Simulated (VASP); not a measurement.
Write the native input for VASP 6.6.1 that does the following.

```
Task                   : relaxation of cell and atoms
Functional             : PBE
Potentials or basis    : VASP PAW PBE potentials, release 64 (Zn)
Cutoff                 : 600 eV
k mesh                 : 18 × 18 × 18
Occupations            : gaussian, width 0.1 eV
Spin                   : no spin polarisation
Dipole correction      : no
Further INCAR settings : ALGO = Normal; EDIFF = 1e-06; IBRION = 2; EDIFFG = -0.01; NSW = 80; ISIF = 3
```

The structure of Zn lies in POSCAR:

```
Zn
1.0
    0.0000000000      1.9682667482      1.9682667482
    1.9682667482      0.0000000000      1.9682667482
    1.9682667482      1.9682667482      0.0000000000
Zn
1
Direct
    0.0000000000      0.0000000000      0.0000000000
```

One way to write it, as run:

INCAR

```
PREC = Accurate
ENCUT = 600
EDIFF = 1E-6
ISMEAR = 0
SIGMA = 0.1
LREAL = F
LASPH = T
NELM = 80
ALGO = Normal
ISIF = 3
LWAVE = F
LCHARG = F
GGA = PE
IBRION = 2
NSW = 80
EDIFFG = -0.01
```

KPOINTS

```
Automatic mesh
0
Gamma
  18 18 18
```

Potentials or basis: VASP PAW PBE potentials, release 64 (Zn).

Launch:

```sh
$ cat potpaw_PBE.64/Zn/POTCAR > POTCAR
$ mpirun -np 1 vasp_std > vasp.out
```

It gave:

| Property | Result |
| --- | --- |
| Relaxed volume | 15.23 Å³/atom |
| Relaxed cell | a = 2.782 Å, b = 2.782 Å, c = 2.782 Å, α = 60.00°, β = 60.00°, γ = 60.00° |
| Space group after relaxing (to 0.05 Å) | Fm-3m (No. 225) |
| Energy gained by relaxing | 0.0 meV/atom |
| Ionic steps | 2 |
| Pressure after relaxing | -0.1 GPa |
| Band gap on the k mesh | zero (band 6 reaches 4.69 eV, above the bottom of band 7 at 1.67 eV) |

Run time: 12 s on 1 thread of Intel(R) Xeon(R) 6975P-C (Granite Rapids), with other jobs on the host, peak memory 0.17 GiB.
